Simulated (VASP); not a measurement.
Input of a VASP 6.6.1 run:

The input INCAR:

```
PREC = Accurate ; ENCUT = 520
EDIFF = 1E-6 ; ISMEAR = -1
SIGMA = 0.02 ; LREAL = False
LASPH = True ; NELM = 80
ALGO = Normal ; ISIF = 2
LWAVE = False ; LCHARG = True
GGA = PE ; LELF = True
LVHAR = True ; NBANDS = 14
```

File KPOINTS:

```
regular mesh
0
Gamma
  8 8 8
```

Contents of POSCAR:

```
NaI
1.0
   -0.1179425741      3.2086695908      3.2086695908
    3.2086695908     -0.1179425741      3.2086695908
    3.2086695908      3.2086695908     -0.1179425741
Na I
1 1
Direct
    0.0000000000      0.0000000000      0.0000000000
    0.5000000000      0.5000000000      0.5000000000
```

Potentials or basis: VASP PAW PBE potentials, release 64 (Na_pv, I).

Run with:

```console
$ cat potpaw_PBE.64/Na_pv/POTCAR potpaw_PBE.64/I/POTCAR > POTCAR
$ mpirun -np 1 vasp_std > vasp.out
```

(1) Estimate the band gap on the k mesh.

(2) Estimate the pressure.

## Answers

(1) 3.41 eV.

(2) 0.0 GPa.

Caveat: the cell differs from its parent crystal (epitaxial 111 strain +3.0%); spin-orbit coupling is left out, which moves the levels of the heavy elements.
